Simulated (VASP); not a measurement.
# Sn (Fd-3m) in VASP: single point with PBE

Aim: the single point of Sn with PBE.

Program: VASP 6.6.1. These are calculated values, not measurements. Logs are shortened: lines on timing, memory, paths and dates and some standing lists are left out, and cuts for length are marked.

### Step 1. The cell of the first run

Symmetry: Fd-3m, No. 227, cubic system. Conventional cell: a = 6.656 Å, b = 6.656 Å, c = 6.656 Å, α = 90.00°, β = 90.00°, γ = 90.00°. Sn (site symmetry -43m) has 4 Sn at 2.88 Å within 3.8 Å.

This isn't the form of Sn at room conditions, which is tetragonal (white tin).

### Step 2. Single point, PBE

Input file INCAR:

```
SYSTEM = Sn
ALGO = Normal
EDIFF = 1E-6
ENCUT = 500
GGA = PE
GGA_COMPAT = .FALSE.
ISIF = 2
ISMEAR = -1
LASPH = .TRUE.
LCHARG = .FALSE.
LREAL = .FALSE.
LWAVE = .FALSE.
NBANDS = 36
NELM = 120
PREC = Accurate
SIGMA = 0.02
```

Input file KPOINTS:

```
k-points
0
G
  7 5 7
  0 0 0
```

Input file POSCAR:

```
Sn
1.0
   -3.3279730294      3.3279730294      0.0000000000
    0.0000000000      0.0000000000      6.6559460589
    3.3279730294      3.3279730294      0.0000000000
Sn
4
Direct
    0.5000000000      0.3750000000      0.2500000000
    0.0000000000      0.8750000000      0.7500000000
    0.0000000000      0.1250000000      0.2500000000
    0.5000000000      0.6250000000      0.7500000000
```

Potentials or basis: VASP PAW PBE potentials, release 64 (Sn_d).

Command:

```bash
$ cat potpaw_PBE.64/Sn_d/POTCAR > POTCAR
$ mpirun -np 1 vasp_std > vasp.out
```

OUTCAR:

```text
SYSTEM = Sn
   EDIFF = 1E-6
   ENCUT = 500
   GGA = PE
   ISIF = 2
   ISMEAR = -1
   LASPH = .TRUE.
   LREAL = .FALSE.
   NELM = 120
   PREC = Accurate

 ion  position               nearest neighbor table
   1  0.500  0.375  0.250-   3 2.88   4 2.88   4 2.88   3 2.88
   2  0.000  0.875  0.750-   3 2.88   4 2.88   3 2.88   4 2.88
   3  0.000  0.125  0.250-   1 2.88   2 2.88   2 2.88   1 2.88
   4  0.500  0.625  0.750-   1 2.88   2 2.88   1 2.88   2 2.88

  LATTYP: Found a simple tetragonal cell.
 ALAT       =     4.7064645934
 C/A-ratio  =     1.4142135624

  Lattice vectors:

 A1 = (   3.3279730294,  -3.3279730294,   0.0000000000)
 A2 = (   3.3279730294,   3.3279730294,   0.0000000000)
 A3 = (   0.0000000000,   0.0000000000,   6.6559460589)

Analysis of symmetry for initial positions (statically):
=====================================================================
 Subroutine PRICEL returns following result:

  LATTYP: Found a face centered cubic cell.
 ALAT       =     6.6559460589

  Lattice vectors:

 A1 = (   3.3279730294,   0.0000000000,   3.3279730294)
 A2 = (   3.3279730294,   3.3279730294,   0.0000000000)
 A3 = (   0.0000000000,   3.3279730294,   3.3279730295)

   2 primitive cells build up your supercell.

 Routine SETGRP: Setting up the symmetry group for a
 simple tetragonal supercell.

 Subroutine GETGRP returns: Found 16 space group operations
 (whereof  4 operations were pure point group operations)
 out of a pool of 16 trial point group operations.

The static configuration has the point symmetry C_2h.
 The point group associated with its full space group is D_4h.

Analysis of symmetry for dynamics (positions and initial velocities):
=====================================================================
 Subroutine PRICEL returns following result:

  LATTYP: Found a face centered cubic cell.
 ALAT       =     6.6559460589

  Lattice vectors:

 A1 = (   3.3279730294,   0.0000000000,   3.3279730294)
 A2 = (   3.3279730294,   3.3279730294,   0.0000000000)
 A3 = (   0.0000000000,   3.3279730294,   3.3279730295)

   2 primitive cells build up your supercell.

 Routine SETGRP: Setting up the symmetry group for a
 simple tetragonal supercell.

 Subroutine GETGRP returns: Found 16 space group operations
 (whereof  4 operations were pure point group operations)
 out of a pool of 16 trial point group operations.

The dynamic configuration has the point symmetry C_2h.
 The point group associated with its full space group is D_4h.

 Subroutine INISYM returns: Found 16 space group operations
 (whereof  4 operations are pure point group operations),
 and found     2 'primitive' translations

----------------------------------------------------------------------------------------

                                     Primitive cell

  volume of cell :      73.7173

  direct lattice vectors                    reciprocal lattice vectors
     3.327973029  0.000000000  3.327973029     0.150241602 -0.150241602  0.150241602
     3.327973029  3.327973029  0.000000000     0.150241602  0.150241602 -0.150241602
     0.000000000  3.327973029  3.327973029    -0.150241602  0.150241602  0.150241602

  length of vectors
     4.706464593  4.706464593  4.706464593     0.260226088  0.260226088  0.260226088

  position of ions in fractional coordinates (direct lattice)
     0.875000000  0.875000000  0.875000000
     0.125000000  0.125000000  0.125000000

  ion indices of the primitive-cell ions
   primitive index   ion index
                 1           1
                 2           3

----------------------------------------------------------------------------------------

 KPOINTS: k-points

Automatic generation of k-mesh.
 Grid dimensions read from file:
 generate k-points for:    7    5    7

 Generating k-lattice:

  Cartesian coordinates                     Fractional coordinates (reciprocal lattice)
    -0.021463086  0.021463086  0.000000000     0.142857143  0.000000000  0.000000000
     0.000000000  0.000000000  0.030048320     0.000000000  0.200000000  0.000000000
     0.021463086  0.021463086  0.000000000     0.000000000  0.000000000  0.142857143

  Length of vectors
     0.030353387  0.030048320  0.030353387

  Shift w.r.t. Gamma in fractional coordinates (k-lattice)
     0.000000000  0.000000000  0.000000000

 Subroutine IBZKPT returns following result:
 ===========================================

 Found     30 irreducible k-points:

 Following reciprocal coordinates:
            Coordinates               Weight
  0.000000  0.000000  0.000000      1.000000
  0.142857  0.000000  0.000000      4.000000
  0.285714  0.000000  0.000000      4.000000
  0.428571  0.000000  0.000000      4.000000
  0.000000  0.200000  0.000000      2.000000
  0.142857  0.200000  0.000000      8.000000
[... 16 lines left out ...]
  0.428571  0.000000  0.285714      8.000000
  0.285714  0.200000  0.285714      8.000000
 [... further k-points ...]
   k-points           NKPTS =     30   k-points in BZ     NKDIM =     30   number of bands    NBANDS=     36
   number of dos      NEDOS =    301   number of ions     NIONS =      4
   total plane-waves  NPLWV =  64800
   dimension x,y,z NGX =    36 NGY =   50 NGZ =   36
   dimension x,y,z NGXF=    72 NGYF=  100 NGZF=   72
   ions per type =               4
   NGX,Y,Z   is equivalent  to a cutoff of  12.72, 12.49, 12.72 a.u.
   NGXF,Y,Z  is equivalent  to a cutoff of  25.43, 24.98, 25.43 a.u.
 SYSTEM =  Sn
   PREC   = accura    normal or accurate (medium, high low for compatibility)
   ISTART =      0    job   : 0-new  1-cont  2-samecut
   ICHARG =      2    charge: 1-file 2-atom 10-const
   ISPIN  =      1    spin polarized calculation?
   LNONCOLLINEAR =      F non collinear calculations
   LSORBIT =      F    spin-orbit coupling
   LASPH  =      T    aspherical Exc in radial PAW
   ENCUT  =  500.0 eV  36.75 Ry    6.06 a.u.   8.58 12.14  8.58*2*pi/ulx,y,z
   NELM   =    120;   NELMIN=  2; NELMDL= -5     # of ELM steps
   EDIFF  = 0.1E-05   stopping-criterion for ELM
   LREAL  =      F    real-space projection
   EDIFFG = 0.1E-04   stopping-criterion for IOM
   NSW    =      0    number of steps for IOM
   IBRION =     -1    ionic relax: 0-MD 1-quasi-New 2-CG
   NFREE  =      0    steps in history (QN), initial steepest desc. (CG)
   ISIF   =      2    stress and relaxation
   ISYM   =      2    0-nonsym 1-usesym 2-fastsym
   POTIM  = 0.5000    time-step for ionic-motion
   TEBEG  =    0.0;   TEEND  =   0.0 temperature during run
   PSTRESS=    0.0 pullay stress
   NELECT =      56.0000    total number of electrons
   NUPDOWN=      -1.0000    fix difference up-down
   EMIN   =  10.00;   EMAX   =-10.00  energy-range for DOS
   EFERMI =   0.00;   METHOD = LEGACY
   ISMEAR =    -1;   SIGMA  =   0.02  broadening in eV -4-tet -1-fermi 0-gaus
   EFERMI_NEDOS =   21; number of points for ismear=-14 and -15
   IALGO  =     38    algorithm
   IMIX   =      4    mixing-type and parameters
     AMIX     =   0.40;   BMIX     =  1.00
     AMIX_MAG =   1.60;   BMIX_MAG =  1.00
  volume/ion in A,a.u.               =      36.86       248.73
  Fermi-wavevector in a.u.,A,eV,Ry     =   1.185599  2.240457 19.124951  1.405644
  Thomas-Fermi vector in A             =   2.321789
   LORBIT       =      0    0 simple, 1 ext, 2 COOP (PROOUT), +10 PAW based schemes
   GGA     = PE    functional components
   LHFCALC =     F    Hartree Fock is set to
   AEXX    =    0.0000 exact exchange contribution
   IVDW    =     0    specifies the selected vdW correction
   LEPSILON=     F    determine dielectric tensor
   LRPA    =     F    only Hartree local field effects (RPA)
 non-spin polarized calculation
  energy-cutoff  :      500.00
  volume of cell :      147.43
 maximum number of plane-waves:      3767
 NGX is ok and might be reduce to    36
   NGX = 17   NGY = 25   NGZ = 17

 number of electron      55.9999948 magnetization

 Free energy of the ion-electron system (eV)
  ---------------------------------------------------
  ext. energy  EPLUGINS =         0.00000000
  ---------------------------------------------------
  free energy    TOTEN  =       -15.37834730 eV

  energy without entropy =      -15.37732706  energy(sigma->0) =      -15.37783718

 E-fermi :   4.8123     XC(G=0):  -8.5489

 val. band max:        4.7955063380   @ k =   0.4286   0.4000   0.0000
 cond. band min:       4.8554970840   @ k =   0.1429   0.0000   0.0000
 fundamental gap:      0.0599907460
 Fermi energy:         4.8122685385

 k-point     1 :       0.0000    0.0000    0.0000
  band No.  band energies     occupation
      1     -16.7258      2.00000
      2     -16.7258      2.00000
      3     -16.6834      2.00000
      4     -16.6834      2.00000
      5     -16.6826      2.00000
      6     -16.6339      2.00000
[... 28 lines left out ...]
     35       9.8303      0.00000
     36      12.1167      0.00000

 k-point     2 :       0.1429    0.0000    0.0000
  band No.  band energies     occupation
      1     -16.7351      2.00000
      2     -16.7259      2.00000
      3     -16.6928      2.00000
      4     -16.6876      2.00000
      5     -16.6818      2.00000
      6     -16.6253      2.00000
[... 28 lines left out ...]
     35      10.4554      0.00000
     36      11.2187      0.00000

 k-point     3 :       0.2857    0.0000    0.0000
  band No.  band energies     occupation
      1     -16.7439      2.00000
      2     -16.7257      2.00000
      3     -16.7074      2.00000
      4     -16.7020      2.00000
      5     -16.6701      2.00000
      6     -16.6117      2.00000
[... 28 lines left out ...]
     35      10.0425      0.00000
     36      10.2996      0.00000
[... 742 lines left out ...]
 k-point    23 :       0.4286    0.0000    0.2857
  band No.  band energies     occupation
      1     -16.7336      2.00000
      2     -16.7317      2.00000
      3     -16.7216      2.00000
      4     -16.7214      2.00000
      5     -16.6543      2.00000
      6     -16.6134      2.00000
[... 28 lines left out ...]
     35      10.8310      0.00000
     36      11.0764      0.00000

 k-point    24 :       0.2857    0.2000    0.2857
  band No.  band energies     occupation
      1     -16.7431      2.00000
      2     -16.7298      2.00000
      3     -16.7167      2.00000
      4     -16.7166      2.00000
      5     -16.6621      2.00000
      6     -16.6015      2.00000
[... 28 lines left out ...]
     35       9.4971      0.00000
     36       9.8170      0.00000

 [... further k-points ...]

------------------------ aborting loop because EDIFF is reached ----------------------------------------

  FORCE on cell =-STRESS in cart. coord.  units (eV):
  Direction    XX          YY          ZZ          XY          YZ          ZX
  --------------------------------------------------------------------------------------
  -------------------------------------------------------------------------------------
  Total        0.0085953      0.0085953     -0.0487916      0.0000000      0.0000000      0.0000000
  in kB        0.0934051      0.0934051     -0.5302199      0.0000000      0.0000000      0.0000000
  external PRESSURE =      -0.1144699 kB  Pullay stress =       0.0000000 kB

 VOLUME and BASIS-vectors are now :
 -----------------------------------------------------------------------------
  energy-cutoff  :      500.00
  volume of cell :      147.43
      direct lattice vectors                 reciprocal lattice vectors
    -3.327973029  3.327973029  0.000000000    -0.150241602  0.150241602  0.000000000
     0.000000000  0.000000000  6.655946059     0.000000000  0.000000000  0.150241602
     3.327973029  3.327973029  0.000000000     0.150241602  0.150241602  0.000000000

 POSITION                                       TOTAL-FORCE (eV/Angst)
 -----------------------------------------------------------------------------------
     -0.83199      2.49598      2.49598         0.000000     -0.000000      0.000000
      2.49598      2.49598      5.82395         0.000000      0.000000      0.000000
      0.83199      0.83199      0.83199         0.000000     -0.000000      0.000000
      0.83199      4.15997      4.15997        -0.000000      0.000000      0.000000
 -----------------------------------------------------------------------------------
    total drift:                                0.000000      0.000000     -0.000000

  FREE ENERGIE OF THE ION-ELECTRON SYSTEM (eV)
  ---------------------------------------------------
  free  energy   TOTEN  =       -15.3783472986 eV

  energy  without entropy=      -15.3773270559  energy(sigma->0) =      -15.37783718
```

It took 72 s on 1 thread of Intel Xeon Platinum 8488C (Sapphire Rapids), shared host; peak memory 0.28 GiB.

Results:

| Item | Value |
| --- | --- |
| Free energy | -15.3783 eV |
| Pressure | 0.0 GPa |
| Band gap on the k mesh | zero (bands 28 and 29 overlap by 0.16 eV) |

Levels at points of the mesh, in eV from the Fermi level:
| k point | band 25 | band 26 | band 27 | band 28 | band 29 | band 30 | band 31 | band 32 |
| --- | --- | --- | --- | --- | --- | --- | --- | --- |
| (0.00, 0.00, 0.00) | -2.17 | -1.10 | 0.14 | 0.14 | 0.14 | 0.96 | 0.96 | 2.20 |

Caveat: spin-orbit coupling is left out, which moves the levels of the heavy elements.
